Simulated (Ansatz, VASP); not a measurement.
# Two plane-wave programs on HfO2

File INCAR:

```
SYSTEM = HfO2
  ALGO = Normal
  EDIFF = 1E-6
  ENCUT = 520
  GGA = PE
  ISIF = 2
  ISMEAR = 0
  LASPH = .TRUE.
  LCHARG = .FALSE.
  LREAL = .FALSE.
  LWAVE = .FALSE.
  NBANDS = 31
  NELM = 100
  PREC = Accurate
  SIGMA = 0.05
```

Contents of KPOINTS:

```
k-points
0
G
  6 6 4
  0 0 0
```

POSCAR

```
HfO2
1.0
    3.6043047840      0.0000000000      0.0000000000
    0.0000000000      3.6043047840      0.0000000000
    0.0000000000      0.0000000000      4.6717709461
Hf O
2 4
Direct
    0.5000000000      0.5000000000      0.5000000000
    0.0000000000      0.0000000000      0.0000000000
    0.0000000000      0.5000000000      0.6932520948
    0.5000000000      0.0000000000      0.8067479052
    0.5000000000      0.0000000000      0.3067479052
    0.0000000000      0.5000000000      0.1932520948
```

Input for Ansatz:

```yaml
crystal:
  lattice:
    - [3.604304784, 0.0, 0.0]
    - [0.0, 3.604304784, 0.0]
    - [0.0, 0.0, 4.6717709461]
  atoms:
    - { symbol: Hf, position: [0.5, 0.5, 0.5] }
    - { symbol: Hf, position: [0.0, 0.0, 0.0] }
    - { symbol: O, position: [0.0, 0.5, 0.6932520948] }
    - { symbol: O, position: [0.5, 0.0, 0.8067479052] }
    - { symbol: O, position: [0.5, 0.0, 0.3067479052] }
    - { symbol: O, position: [0.0, 0.5, 0.1932520948] }
basis:
  ecutwfc: 420
kpoints:
  mp_grid: { grid: [6, 6, 4] }
hamiltonian:
  xc: pbe
scf:
  occupations: { method: gaussian, width: 0.05 }
output:
  forces: true
  stress: true
  eigenvalues: true
```

Change from the starting cell: strain -0.1125 x Voigt [0, 0, 1, 0, 0, 0], atoms carried along.

Alike in both runs: task single point; functional PBE; k mesh 6 × 6 × 4; occupations gaussian, width 0.05 eV; no spin polarisation.

|  | VASP | Ansatz |
| --- | --- | --- |
| version | VASP 6.6.1 | Ansatz 0.2.0 |
| potentials or method | VASP PAW PBE potentials, release 64 (Hf_pv, O), cutoff 520 eV | scalar-relativistic, plane waves, PAW |
| valence electrons in the cell | 44 | 76 |

|  | VASP | Ansatz | Ansatz less VASP |
| --- | --- | --- | --- |
| gap on the k mesh at the Fermi level (eV) | 3.21 | 3.24 | +0.031 |
| least direct gap on the mesh (eV) | 3.24 | 3.27 | +0.026 |
| pressure (GPa) | 29.0 | 33.0 | +4.03 |
| traceless stress, the component that is largest in VASP (GPa) | 29.94 | 29.22 | -0.719 |
| rms of the force components (eV/Å) | 0.375 | 0.383 | +0.0079 |

Atom by atom the forces differ by 0.008 eV/Å (rms over components). The pressures are high and differ by over a tenth, so treat them with care. With one functional, cell and mesh, what is left measures potentials, basis and numerics. VASP's potentials hold 44 valence electrons a cell and Ansatz's 76, so a difference there can come from the potentials and not from the codes.

Spin-orbit coupling is off throughout.
